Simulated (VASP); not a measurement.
Ge: single point with LDA

The system is Ge.

```
Ge
1.0
     1.40031   -2.44170    0.00000
     1.40031    2.44170    0.00000
     0.00000    0.00000    5.33861
Ge
2
Cartesian
  1.4003 -0.8133 1.3347
  1.4003 0.8133 4.0040
```

This cell differs from its parent crystal: ratio of the length along z to the lengths across it x 1.2, volume and fractional coordinates fixed.

| Property | Result |
| --- | --- |
| Program | VASP 6.6.1 |
| Task | single point |
| Functional | LDA |
| Potentials or basis | VASP PAW LDA potentials, release 64 (Ge_d) |
| Cutoff | 520 eV |
| k mesh | 20 × 20 × 12 |
| Occupations | gaussian, width 0.15 eV |
| Spin | no spin polarisation |

```yaml
Pressure: 0.1 GPa
Band_gap_on_the_k_mesh: zero (band 14 reaches 12.95 eV, above the bottom of band 15 at 4.26 eV)
```

Stress tensor (GPa, compression positive):
```
 2.74  0.00  0.00
 0.00  2.48  0.00
 0.00  0.00 -4.93
```

Levels at points of the mesh, in eV from the Fermi level:
| k point | band 10 | band 11 | band 12 | band 13 | band 14 | band 15 | band 16 | band 17 | band 18 | band 19 |
| --- | --- | --- | --- | --- | --- | --- | --- | --- | --- | --- |
| (0.00, 0.00, 0.00) | -24.74 | -13.52 | -9.78 | -6.07 | 5.92 | 9.09 | 9.23 | 10.45 | 10.47 | 10.58 |
| (0.50, 0.00, 0.00) | -24.70 | -7.66 | -6.68 | -3.61 | -2.99 | -0.63 | 1.42 | 4.19 | 7.08 | 8.27 |
| (0.50, 0.50, 0.00) | -24.70 | -7.74 | -6.74 | -3.67 | -3.02 | -0.70 | 1.37 | 4.37 | 7.27 | 8.44 |
| (0.00, 0.00, 0.50) | -24.75 | -12.28 | -12.28 | -1.01 | -1.01 | 9.79 | 9.79 | 9.92 | 9.92 | 15.13 |
| (0.50, 0.00, 0.50) | -24.70 | -6.62 | -6.62 | -5.03 | -5.03 | 3.52 | 3.52 | 5.32 | 5.32 | 7.77 |
| (0.50, 0.50, 0.50) | -24.70 | -6.71 | -6.71 | -5.06 | -5.06 | 3.47 | 3.47 | 5.50 | 5.50 | 7.72 |

Wall time 2.9 min on 1 thread of Intel(R) Xeon(R) Platinum 8488C (Sapphire Rapids), with other jobs on the host, peak memory 0.52 GiB.
